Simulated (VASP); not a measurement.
# ZnSb2C (I-42d) in VASP: single point with PBE

Aim: the single point of ZnSb2C with PBE.

Everything below comes from runs of VASP 6.6.1. Logs are shortened: lines on timing, memory, paths and dates and some standing lists are left out, and cuts for length are marked.

## Step 1: The cell of the first run

The structure is tetragonal, space group I-42d (No. 122). Conventional cell: a = 5.671 Å, b = 5.671 Å, c = 10.645 Å, α = 90.00°, β = 90.00°, γ = 90.00°. Zn (site symmetry -4) has 4 Sb at 2.59 Å within 3.4 Å. Within 3.0 Å of Sb (site symmetry 2) lie 2 C at 2.25 Å and 2 Zn at 2.59 Å. C (site symmetry -4) has 4 Sb at 2.25 Å within 3.0 Å.

## Step 2: Single point, PBE

INCAR reads:

```
  PREC = Accurate
  ENCUT = 700
  EDIFF = 1E-6
  ISMEAR = -1
  SIGMA = 0.02
  LREAL = F
  LASPH = T
  NELM = 120
  ALGO = Normal
  ISIF = 2
  LWAVE = F
  LCHARG = F
  GGA = PE
  NBANDS = 56
  GGA_COMPAT = F
```

KPOINTS reads:

```
Automatic mesh
0
Gamma
  6 6 6
```

POSCAR reads:

```
ZnSb2C
1.0
   -2.8352664757      2.8352664757      5.3222793505
    2.8352664757     -2.8352664757      5.3222793505
    2.8352664757      2.8352664757     -5.3222793505
Zn Sb C
2 4 2
Direct
    0.0000000000      0.0000000000      0.0000000000
    0.7500000000      0.2500000000      0.5000000000
    0.3750000000      0.4259059750      0.5509059750
    0.1759059750      0.6250000000      0.0509059750
    0.8750000000      0.8240940250      0.4490940250
    0.5740940250      0.1250000000     -0.0509059750
    0.5000000000      0.5000000000      0.0000000000
    0.2500000000      0.7500000000      0.5000000000
```

Potentials or basis: VASP PAW PBE potentials, release 64 (Zn, Sb_d_GW, C).

Started as:

```sh
> cat potpaw_PBE.64/Zn/POTCAR potpaw_PBE.64/Sb_d_GW/POTCAR potpaw_PBE.64/C/POTCAR > POTCAR
> mpirun -np 1 vasp_std > vasp.out
```

OUTCAR:

```text
PREC = Accurate
   ENCUT = 700
   EDIFF = 1E-6
   ISMEAR = -1
   LREAL = F
   LASPH = T
   NELM = 120
   ISIF = 2
   GGA = PE

 ion  position               nearest neighbor table
   1  0.000  0.000  0.000-   3 2.59   6 2.59   4 2.59   5 2.59
   2  0.750  0.250  0.500-   4 2.59   5 2.59   3 2.59   6 2.59
   3  0.375  0.426  0.551-   7 2.25   8 2.25   1 2.59   2 2.59
   4  0.176  0.625  0.051-   7 2.25   8 2.25   2 2.59   1 2.59
   5  0.875  0.824  0.449-   7 2.25   8 2.25   2 2.59   1 2.59
   6  0.574  0.125  0.949-   8 2.25   7 2.25   1 2.59   2 2.59
   7  0.500  0.500  0.000-   5 2.25   4 2.25   3 2.25   6 2.25
   8  0.250  0.750  0.500-   6 2.25   4 2.25   5 2.25   3 2.25

  LATTYP: Found a body centered tetragonal cell.
 ALAT       =     5.6705329514
 C/A-ratio  =     1.8771707690

  Lattice vectors:

 A1 = (  -2.8352664757,   2.8352664757,   5.3222793505)
 A2 = (   2.8352664757,  -2.8352664757,   5.3222793505)
 A3 = (   2.8352664757,   2.8352664757,  -5.3222793505)

Analysis of symmetry for initial positions (statically):
=====================================================================
 Subroutine PRICEL returns:
 Original cell was already a primitive cell.

 Routine SETGRP: Setting up the symmetry group for a
 body centered tetragonal supercell.

 Subroutine GETGRP returns: Found  8 space group operations
 (whereof  4 operations were pure point group operations)
 out of a pool of 16 trial point group operations.

The static configuration has the point symmetry S_4 .
 The point group associated with its full space group is D_2d.

Analysis of symmetry for dynamics (positions and initial velocities):
=====================================================================
 Subroutine PRICEL returns:
 Original cell was already a primitive cell.

 Routine SETGRP: Setting up the symmetry group for a
 body centered tetragonal supercell.

 Subroutine GETGRP returns: Found  8 space group operations
 (whereof  4 operations were pure point group operations)
 out of a pool of 16 trial point group operations.

The dynamic configuration has the point symmetry S_4 .
 The point group associated with its full space group is D_2d.

 Subroutine INISYM returns: Found  8 space group operations
 (whereof  4 operations are pure point group operations),
 and found     1 'primitive' translations

----------------------------------------------------------------------------------------

                                     Primitive cell

  volume of cell :     171.1376

  direct lattice vectors                    reciprocal lattice vectors
    -2.835266476  2.835266476  5.322279350     0.000000000  0.176350267  0.093944712
     2.835266476 -2.835266476  5.322279350     0.176350267  0.000000000  0.093944712
     2.835266476  2.835266476 -5.322279350     0.176350267  0.176350267  0.000000000

  length of vectors
     6.663642357  6.663642357  6.663642357     0.199812476  0.199812476  0.249396939

  position of ions in fractional coordinates (direct lattice)
     0.000000000  0.000000000  0.000000000
     0.750000000  0.250000000  0.500000000
     0.375000000  0.425905975  0.550905975
     0.175905975  0.625000000  0.050905975
     0.875000000  0.824094025  0.449094025
     0.574094025  0.125000000  0.949094025
     0.500000000  0.500000000  0.000000000
     0.250000000  0.750000000  0.500000000

  ion indices of the primitive-cell ions
   primitive index   ion index
                 1           1
                 2           2
                 3           3
                 4           4
                 5           5
                 6           6
                 7           7
                 8           8

----------------------------------------------------------------------------------------

 KPOINTS: Automatic mesh

Automatic generation of k-mesh.
 Grid dimensions read from file:
 generate k-points for:    6    6    6

 Generating k-lattice:

  Cartesian coordinates                     Fractional coordinates (reciprocal lattice)
     0.000000000  0.029391711  0.015657452     0.166666667  0.000000000 -0.000000000
     0.029391711  0.000000000  0.015657452     0.000000000  0.166666667 -0.000000000
     0.029391711  0.029391711  0.000000000     0.000000000  0.000000000  0.166666667

  Length of vectors
     0.033302079  0.033302079  0.041566157

  Shift w.r.t. Gamma in fractional coordinates (k-lattice)
     0.000000000  0.000000000  0.000000000

 Subroutine IBZKPT returns following result:
 ===========================================

 Found     30 irreducible k-points:

 Following reciprocal coordinates:
            Coordinates               Weight
  0.000000  0.000000  0.000000      1.000000
  0.166667  0.000000  0.000000      8.000000
  0.333333  0.000000 -0.000000      8.000000
  0.500000  0.000000  0.000000      4.000000
  0.166667  0.166667  0.000000      8.000000
  0.333333  0.166667  0.000000     16.000000
[... 16 lines left out ...]
 -0.333333 -0.333333  0.166667      8.000000
 -0.166667 -0.333333  0.166667      8.000000
 [... further k-points ...]
   k-points           NKPTS =     30   k-points in BZ     NKDIM =     30   number of bands    NBANDS=     56
   number of dos      NEDOS =    301   number of ions     NIONS =      8
   total plane-waves  NPLWV = 216000
   dimension x,y,z NGX =    60 NGY =   60 NGZ =   60
   dimension x,y,z NGXF=   120 NGYF=  120 NGZF=  120
   ions per type =               2   4   2
   NGX,Y,Z   is equivalent  to a cutoff of  14.97, 14.97, 14.97 a.u.
   NGXF,Y,Z  is equivalent  to a cutoff of  29.94, 29.94, 29.94 a.u.
 SYSTEM =  unknown system
   PREC   = accura    normal or accurate (medium, high low for compatibility)
   ISTART =      0    job   : 0-new  1-cont  2-samecut
   ICHARG =      2    charge: 1-file 2-atom 10-const
   ISPIN  =      1    spin polarized calculation?
   LNONCOLLINEAR =      F non collinear calculations
   LSORBIT =      F    spin-orbit coupling
   LASPH  =      T    aspherical Exc in radial PAW
   ENCUT  =  700.0 eV  51.45 Ry    7.17 a.u.  14.38 14.38 14.38*2*pi/ulx,y,z
   NELM   =    120;   NELMIN=  2; NELMDL= -5     # of ELM steps
   EDIFF  = 0.1E-05   stopping-criterion for ELM
   LREAL  =      F    real-space projection
   EDIFFG = 0.1E-04   stopping-criterion for IOM
   NSW    =      0    number of steps for IOM
   IBRION =     -1    ionic relax: 0-MD 1-quasi-New 2-CG
   NFREE  =      0    steps in history (QN), initial steepest desc. (CG)
   ISIF   =      2    stress and relaxation
   ISYM   =      2    0-nonsym 1-usesym 2-fastsym
   POTIM  = 0.5000    time-step for ionic-motion
   TEBEG  =    0.0;   TEEND  =   0.0 temperature during run
   PSTRESS=    0.0 pullay stress
   NELECT =      92.0000    total number of electrons
   NUPDOWN=      -1.0000    fix difference up-down
   EMIN   =  10.00;   EMAX   =-10.00  energy-range for DOS
   EFERMI =   0.00;   METHOD = LEGACY
   ISMEAR =    -1;   SIGMA  =   0.02  broadening in eV -4-tet -1-fermi 0-gaus
   EFERMI_NEDOS =   21; number of points for ismear=-14 and -15
   IALGO  =     38    algorithm
   IMIX   =      4    mixing-type and parameters
     AMIX     =   0.40;   BMIX     =  1.00
     AMIX_MAG =   1.60;   BMIX_MAG =  1.00
  volume/ion in A,a.u.               =      21.39       144.36
  Fermi-wavevector in a.u.,A,eV,Ry     =   1.331136  2.515482 24.108462  1.771922
  Thomas-Fermi vector in A             =   2.460170
   LORBIT       =      0    0 simple, 1 ext, 2 COOP (PROOUT), +10 PAW based schemes
   GGA     = PE    functional components
   LHFCALC =     F    Hartree Fock is set to
   AEXX    =    0.0000 exact exchange contribution
   IVDW    =     0    specifies the selected vdW correction
   LEPSILON=     F    determine dielectric tensor
   LRPA    =     F    only Hartree local field effects (RPA)
 non-spin polarized calculation
  energy-cutoff  :      700.00
  volume of cell :      171.14
 maximum number of plane-waves:      7255
 NGX is ok and might be reduce to    60
   NGX = 29   NGY = 29   NGZ = 29

 number of electron      91.9999988 magnetization

 Free energy of the ion-electron system (eV)
  ---------------------------------------------------
  ext. energy  EPLUGINS =         0.00000000
  ---------------------------------------------------
  free energy    TOTEN  =       -32.21373041 eV

  energy without entropy =      -32.21368447  energy(sigma->0) =      -32.21370744

 E-fermi :   4.6523     XC(G=0): -10.1128

 val. band max:        4.5771313044   @ k =   0.0000   0.0000   0.0000
 cond. band min:       4.7254185425   @ k =   0.0000   0.0000   0.0000
 fundamental gap:      0.1482872381
 Fermi energy:         4.6522873550

 k-point     1 :       0.0000    0.0000    0.0000
  band No.  band energies     occupation
      1     -24.6335      2.00000
      2     -24.6216      2.00000
      3     -24.6216      2.00000
      4     -24.6187      2.00000
      5     -24.6170      2.00000
      6     -24.6098      2.00000
[... 48 lines left out ...]
     55       9.5409      0.00000
     56       9.5605      0.00000

 k-point     2 :       0.1667    0.0000    0.0000
  band No.  band energies     occupation
      1     -24.6339      2.00000
      2     -24.6236      2.00000
      3     -24.6214      2.00000
      4     -24.6197      2.00000
      5     -24.6127      2.00000
      6     -24.6094      2.00000
[... 48 lines left out ...]
     55       9.3478      0.00000
     56       9.6237      0.00000

 k-point     3 :       0.3333    0.0000   -0.0000
  band No.  band energies     occupation
      1     -24.6343      2.00000
      2     -24.6269      2.00000
      3     -24.6215      2.00000
      4     -24.6179      2.00000
      5     -24.6083      2.00000
      6     -24.6078      2.00000
[... 1172 lines left out ...]
 k-point    23 :      -0.3333   -0.3333    0.1667
  band No.  band energies     occupation
      1     -24.6367      2.00000
      2     -24.6333      2.00000
      3     -24.6172      2.00000
      4     -24.6167      2.00000
      5     -24.6052      2.00000
      6     -24.6050      2.00000
[... 48 lines left out ...]
     55       9.0428      0.00000
     56       9.4219      0.00000

 k-point    24 :      -0.1667   -0.3333    0.1667
  band No.  band energies     occupation
      1     -24.6364      2.00000
      2     -24.6309      2.00000
      3     -24.6192      2.00000
      4     -24.6183      2.00000
      5     -24.6059      2.00000
      6     -24.6057      2.00000
[... 48 lines left out ...]
     55       8.9278      0.00000
     56       9.3949      0.00000

 [... further k-points ...]

------------------------ aborting loop because EDIFF is reached ----------------------------------------

  FORCE on cell =-STRESS in cart. coord.  units (eV):
  Direction    XX          YY          ZZ          XY          YZ          ZX
  --------------------------------------------------------------------------------------
  -------------------------------------------------------------------------------------
  Total        2.3061639      2.3061639      1.9334806      0.0000000      0.0000000      0.0000000
  in kB       21.5901334     21.5901334     18.1011000      0.0000000      0.0000000      0.0000000
  external PRESSURE =      20.4271223 kB  Pullay stress =       0.0000000 kB

 VOLUME and BASIS-vectors are now :
 -----------------------------------------------------------------------------
  energy-cutoff  :      700.00
  volume of cell :      171.14
      direct lattice vectors                 reciprocal lattice vectors
    -2.835266476  2.835266476  5.322279350     0.000000000  0.176350267  0.093944712
     2.835266476 -2.835266476  5.322279350     0.176350267  0.000000000  0.093944712
     2.835266476  2.835266476 -5.322279350     0.176350267  0.176350267  0.000000000

 POSITION                                       TOTAL-FORCE (eV/Angst)
 -----------------------------------------------------------------------------------
      0.00000      0.00000      0.00000        -0.000000      0.000000      0.000000
     -0.00000      2.83527      2.66114        -0.000000      0.000000     -0.000000
      1.70630      1.41763      1.33057         0.094116      0.000000      0.000000
      1.41763     -1.12897      3.99171        -0.000000      0.094116      0.000000
      1.12897      1.41763      6.65285        -0.094116      0.000000      0.000000
      1.41763      3.96424     -1.33057        -0.000000     -0.094116      0.000000
      0.00000      0.00000      5.32228        -0.000000      0.000000      0.000000
      2.83527     -0.00000      2.66114        -0.000000      0.000000      0.000000
 -----------------------------------------------------------------------------------
    total drift:                                0.000001      0.000001      0.000001

  FREE ENERGIE OF THE ION-ELECTRON SYSTEM (eV)
  ---------------------------------------------------
  free  energy   TOTEN  =       -32.2137304146 eV

  energy  without entropy=      -32.2136844666  energy(sigma->0) =      -32.21370744
```

Wall time 11 min (1 thread of Intel Xeon 6975P-C (Granite Rapids), shared host); peak memory 0.76 GiB.

What came out:

```yaml
Free_energy: -32.2137 eV
Pressure: 2.0 GPa
Largest_force: 0.094 eV/Å
Band_gap_on_the_k_mesh: 0.15 eV
```

Forces on the atoms (eV/Å):
```
Zn   0.000  0.000  0.000
Zn   0.000  0.000  0.000
Sb   0.094  0.000  0.000
Sb   0.000  0.094  0.000
Sb  -0.094  0.000  0.000
Sb   0.000 -0.094  0.000
C    0.000  0.000  0.000
C    0.000  0.000  0.000
```

Caveat: semilocal functionals underestimate gaps, and a narrow one can read as zero; spin-orbit coupling is left out, which moves the levels of the heavy elements. A k mesh can miss the band edges.
